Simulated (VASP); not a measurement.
# TaC (R-3m) in VASP: single point with PBE

Aim: the single point of TaC with PBE.

Program: VASP 6.6.1. These are calculated values, not measurements. Logs are shortened: lines on timing, memory, paths and dates and some standing lists are left out, and cuts for length are marked.

**1. The cell of the first run**

The structure is trigonal, space group R-3m (No. 166). Conventional cell: a = 3.134 Å, b = 3.134 Å, c = 7.792 Å, α = 90.00°, β = 90.00°, γ = 120.00°. Ta (site symmetry -3m) has 6 C at 2.23 Å within 2.9 Å. C (site symmetry -3m) has 6 Ta at 2.23 Å within 2.9 Å.

**2. Single point, PBE (equal xy, yz and zx shear strains of +1 %)**

The input, INCAR:

```
ALGO = Normal ; EDIFF = 1E-6
ENCUT = 600 ; GGA = PE
GGA_COMPAT = False ; ISIF = 2
ISMEAR = -1 ; LASPH = True
LCHARG = False ; LREAL = False
LWAVE = False ; NBANDS = 14
NELM = 120 ; PREC = Accurate
SIGMA = 0.08
```

The input, KPOINTS:

```
k-points
0
Gamma
  13 13 13
```

The input, POSCAR:

```
TaC
1.0
    0.0222700000      2.2381350000      2.2381350000
    2.2381350000      0.0222700000      2.2381350000
    2.2381350000      2.2381350000      0.0222700000
Ta C
1 1
Direct
    0.0000000000      0.0000000000      0.0000000000
    0.5000000000      0.5000000000      0.5000000000
```

Potentials or basis: VASP PAW PBE potentials, release 64 (Ta_pv, C).

The run is started by

```console
$ cat potpaw_PBE.64/Ta_pv/POTCAR potpaw_PBE.64/C/POTCAR > POTCAR
$ mpirun -np 1 vasp_std > vasp.out
```

OUTCAR:

```text
EDIFF = 1E-6
   ENCUT = 600
   GGA = PE
   ISIF = 2
   ISMEAR = -1
   LASPH = True
   LREAL = False
   NELM = 120
   PREC = Accurate

 ion  position               nearest neighbor table
   1  0.000  0.000  0.000-   2 2.23   2 2.23   2 2.23   2 2.23   2 2.23   2 2.23
   2  0.500  0.500  0.500-   1 2.23   1 2.23   1 2.23   1 2.23   1 2.23   1 2.23

  LATTYP: Found a trigonal (rhomboedric) cell.
 ALAT       =     3.1652792151
 COS(alpha) =     0.5099250056

  Lattice vectors:

 A1 = (   0.0222700000,   2.2381350000,   2.2381350000)
 A2 = (   2.2381350000,   0.0222700000,   2.2381350000)
 A3 = (   2.2381350000,   2.2381350000,   0.0222700000)

Analysis of symmetry for initial positions (statically):
=====================================================================
 Subroutine PRICEL returns:
 Original cell was already a primitive cell.

 Routine SETGRP: Setting up the symmetry group for a
 trigonal (rhombohedral) supercell.

 Subroutine GETGRP returns: Found 12 space group operations
 (whereof 12 operations were pure point group operations)
 out of a pool of 12 trial point group operations.

The static configuration has the point symmetry D_3d.

Analysis of symmetry for dynamics (positions and initial velocities):
=====================================================================
 Subroutine PRICEL returns:
 Original cell was already a primitive cell.

 Routine SETGRP: Setting up the symmetry group for a
 trigonal (rhombohedral) supercell.

 Subroutine GETGRP returns: Found 12 space group operations
 (whereof 12 operations were pure point group operations)
 out of a pool of 12 trial point group operations.

The dynamic configuration has the point symmetry D_3d.

 Subroutine INISYM returns: Found 12 space group operations
 (whereof 12 operations are pure point group operations),
 and found     1 'primitive' translations

----------------------------------------------------------------------------------------

                                     Primitive cell

  volume of cell :      22.0881

  direct lattice vectors                    reciprocal lattice vectors
     0.022270000  2.238135000  2.238135000    -0.226762572  0.224528458  0.224528458
     2.238135000  0.022270000  2.238135000     0.224528458 -0.226762572  0.224528458
     2.238135000  2.238135000  0.022270000     0.224528458  0.224528458 -0.226762572

  length of vectors
     3.165279215  3.165279215  3.165279215     0.390188828  0.390188828  0.390188828

  position of ions in fractional coordinates (direct lattice)
     0.000000000  0.000000000  0.000000000
     0.500000000  0.500000000  0.500000000

  ion indices of the primitive-cell ions
   primitive index   ion index
                 1           1
                 2           2

----------------------------------------------------------------------------------------

 KPOINTS: k-points

Automatic generation of k-mesh.
 Grid dimensions read from file:
 generate k-points for:   13   13   13

 Generating k-lattice:

  Cartesian coordinates                     Fractional coordinates (reciprocal lattice)
    -0.017443275  0.017271420  0.017271420     0.076923077 -0.000000000 -0.000000000
     0.017271420 -0.017443275  0.017271420    -0.000000000  0.076923077 -0.000000000
     0.017271420  0.017271420 -0.017443275    -0.000000000 -0.000000000  0.076923077

  Length of vectors
     0.030014525  0.030014525  0.030014525

  Shift w.r.t. Gamma in fractional coordinates (k-lattice)
     0.000000000  0.000000000  0.000000000

 Subroutine IBZKPT returns following result:
 ===========================================

 Found    231 irreducible k-points:

 Following reciprocal coordinates:
            Coordinates               Weight
  0.000000  0.000000  0.000000      1.000000
  0.076923  0.000000  0.000000      6.000000
  0.153846  0.000000  0.000000      6.000000
  0.230769 -0.000000 -0.000000      6.000000
  0.307692  0.000000  0.000000      6.000000
  0.384615  0.000000  0.000000      6.000000
[... 16 lines left out ...]
  0.384615  0.153846 -0.000000     12.000000
  0.461538  0.153846 -0.000000     12.000000
 [... further k-points ...]
   k-points           NKPTS =    231   k-points in BZ     NKDIM =    231   number of bands    NBANDS=     14
   number of dos      NEDOS =    301   number of ions     NIONS =      2
   total plane-waves  NPLWV =  21952
   dimension x,y,z NGX =    28 NGY =   28 NGZ =   28
   dimension x,y,z NGXF=    56 NGYF=   56 NGZF=   56
   ions per type =               1   1
   NGX,Y,Z   is equivalent  to a cutoff of  14.71, 14.71, 14.71 a.u.
   NGXF,Y,Z  is equivalent  to a cutoff of  29.41, 29.41, 29.41 a.u.
 SYSTEM =  unknown system
   PREC   = accura    normal or accurate (medium, high low for compatibility)
   ISTART =      0    job   : 0-new  1-cont  2-samecut
   ICHARG =      2    charge: 1-file 2-atom 10-const
   ISPIN  =      1    spin polarized calculation?
   LNONCOLLINEAR =      F non collinear calculations
   LSORBIT =      F    spin-orbit coupling
   LASPH  =      T    aspherical Exc in radial PAW
   ENCUT  =  600.0 eV  44.10 Ry    6.64 a.u.   6.32  6.32  6.32*2*pi/ulx,y,z
   NELM   =    120;   NELMIN=  2; NELMDL= -5     # of ELM steps
   EDIFF  = 0.1E-05   stopping-criterion for ELM
   LREAL  =      F    real-space projection
   EDIFFG = 0.1E-04   stopping-criterion for IOM
   NSW    =      0    number of steps for IOM
   IBRION =     -1    ionic relax: 0-MD 1-quasi-New 2-CG
   NFREE  =      0    steps in history (QN), initial steepest desc. (CG)
   ISIF   =      2    stress and relaxation
   ISYM   =      2    0-nonsym 1-usesym 2-fastsym
   POTIM  = 0.5000    time-step for ionic-motion
   TEBEG  =    0.0;   TEEND  =   0.0 temperature during run
   PSTRESS=    0.0 pullay stress
   NELECT =      15.0000    total number of electrons
   NUPDOWN=      -1.0000    fix difference up-down
   EMIN   =  10.00;   EMAX   =-10.00  energy-range for DOS
   EFERMI =   0.00;   METHOD = LEGACY
   ISMEAR =    -1;   SIGMA  =   0.08  broadening in eV -4-tet -1-fermi 0-gaus
   EFERMI_NEDOS =   21; number of points for ismear=-14 and -15
   IALGO  =     38    algorithm
   IMIX   =      4    mixing-type and parameters
     AMIX     =   0.40;   BMIX     =  1.00
     AMIX_MAG =   1.60;   BMIX_MAG =  1.00
  volume/ion in A,a.u.               =      11.04        74.53
  Fermi-wavevector in a.u.,A,eV,Ry     =   1.438973  2.719264 28.172797  2.070642
  Thomas-Fermi vector in A             =   2.557880
   LORBIT       =      0    0 simple, 1 ext, 2 COOP (PROOUT), +10 PAW based schemes
   GGA     = PE    functional components
   LHFCALC =     F    Hartree Fock is set to
   AEXX    =    0.0000 exact exchange contribution
   IVDW    =     0    specifies the selected vdW correction
   LEPSILON=     F    determine dielectric tensor
   LRPA    =     F    only Hartree local field effects (RPA)
 non-spin polarized calculation
  energy-cutoff  :      600.00
  volume of cell :       22.09
 maximum number of plane-waves:       754
 NGX is ok and might be reduce to    28
   NGX = 13   NGY = 13   NGZ = 13

 number of electron      15.0000000 magnetization

 Free energy of the ion-electron system (eV)
  ---------------------------------------------------
  ext. energy  EPLUGINS =         0.00000000
  ---------------------------------------------------
  free energy    TOTEN  =       -22.20326152 eV

  energy without entropy =      -22.19311211  energy(sigma->0) =      -22.19818681

 E-fermi :   8.4171     XC(G=0): -13.2075

 val. band max:        8.3853162093   @ k =  -0.0769   0.3077   0.0769
 cond. band min:       8.4174511623   @ k =   0.0769   0.0000   0.0000
 fundamental gap:      0.0321349529
 Fermi energy:         8.4171288346

 k-point     1 :       0.0000    0.0000    0.0000
  band No.  band energies     occupation
      1     -26.6765      2.00000
      2     -26.6560      2.00000
      3     -26.6560      2.00000
      4      -6.4199      2.00000
      5       6.9195      2.00000
      6       7.1415      2.00000
      7       7.1415      2.00000
      8       7.8471      1.99839
      9       7.9659      1.99292
     10       7.9659      1.99292
     11       9.0638      0.00062
     12       9.0638      0.00062
     13      14.9959      0.00000
     14      18.4589      0.00000

 k-point     2 :       0.0769    0.0000    0.0000
  band No.  band energies     occupation
      1     -26.7035      2.00000
      2     -26.6772      2.00000
      3     -26.6608      2.00000
      4      -6.2517      2.00000
      5       6.2885      2.00000
      6       6.5375      2.00000
      7       6.7096      2.00000
      8       7.4738      1.99998
      9       7.5803      1.99994
     10       8.4175      0.99799
     11      10.1913      0.00000
     12      10.2165      0.00000
     13      15.3246      0.00000
     14      18.8907      0.00000

 k-point     3 :       0.1538    0.0000    0.0000
  band No.  band energies     occupation
      1     -26.8227      2.00000
      2     -26.6898      2.00000
      3     -26.6742      2.00000
      4      -5.7672      2.00000
      5       4.9550      2.00000
      6       5.4286      2.00000
      7       5.5772      2.00000
      8       7.8247      1.99878
      9       7.9700      1.99255
     10       8.8750      0.00651
     11      11.9227      0.00000
     12      11.9390      0.00000
     13      16.1181      0.00000
     14      20.0221      0.00000
[... 324 lines left out ...]
 k-point    23 :       0.3846    0.1538   -0.0000
  band No.  band energies     occupation
      1     -27.1877      2.00000
      2     -26.7872      2.00000
      3     -26.7835      2.00000
      4      -3.6868      2.00000
      5       1.6252      2.00000
      6       3.5656      2.00000
      7       4.1823      2.00000
      8       7.9997      1.98922
      9      10.9002      0.00000
     10      11.5753      0.00000
     11      14.2328      0.00000
     12      15.8733      0.00000
     13      18.4813      0.00000
     14      21.1791      0.00000

 k-point    24 :       0.4615    0.1538   -0.0000
  band No.  band energies     occupation
      1     -27.2836      2.00000
      2     -26.8187      2.00000
      3     -26.7871      2.00000
      4      -2.9502      2.00000
      5       0.8942      2.00000
      6       3.2275      2.00000
      7       3.6152      2.00000
      8       8.9352      0.00308
      9      11.3189      0.00000
     10      12.0175      0.00000
     11      15.6658      0.00000
     12      15.7267      0.00000
     13      18.5203      0.00000
     14      20.6928      0.00000

 [... further k-points ...]
[... 5 lines left out ...]
  --------------------------------------------------------------------------------------
  -------------------------------------------------------------------------------------
  Total        0.7569276      0.7569276      0.7569276     -0.2611869     -0.2611869     -0.2611869
  in kB       54.9043500     54.9043500     54.9043500    -18.9454039    -18.9454039    -18.9454039
  external PRESSURE =      54.9043500 kB  Pullay stress =       0.0000000 kB

 VOLUME and BASIS-vectors are now :
 -----------------------------------------------------------------------------
  energy-cutoff  :      600.00
  volume of cell :       22.09
      direct lattice vectors                 reciprocal lattice vectors
     0.022270000  2.238135000  2.238135000    -0.226762572  0.224528458  0.224528458
     2.238135000  0.022270000  2.238135000     0.224528458 -0.226762572  0.224528458
     2.238135000  2.238135000  0.022270000     0.224528458  0.224528458 -0.226762572

 POSITION                                       TOTAL-FORCE (eV/Angst)
 -----------------------------------------------------------------------------------
      0.00000      0.00000      0.00000        -0.000000     -0.000000     -0.000000
      2.24927      2.24927      2.24927         0.000000      0.000000      0.000000
 -----------------------------------------------------------------------------------
    total drift:                                0.000000      0.000000      0.000000

  FREE ENERGIE OF THE ION-ELECTRON SYSTEM (eV)
  ---------------------------------------------------
  free  energy   TOTEN  =       -22.2032615199 eV

  energy  without entropy=      -22.1931121092  energy(sigma->0) =      -22.19818681
```

Run time: 4.6 min. Hardware: 1 thread of AMD EPYC, shared host; peak memory 0.2 GiB.

What came out:

| Quantity | Value |
| --- | --- |
| Free energy | -22.2033 eV |
| Pressure | 5.5 GPa |

Stress tensor (GPa, compression positive):
```
 5.49 -1.89 -1.89
-1.89  5.49 -1.89
-1.89 -1.89  5.49
```

Caveat: the cell differs from its parent crystal (equal xy, yz and zx shear strains of +1 %); spin-orbit coupling is left out, which moves the levels of the heavy elements.
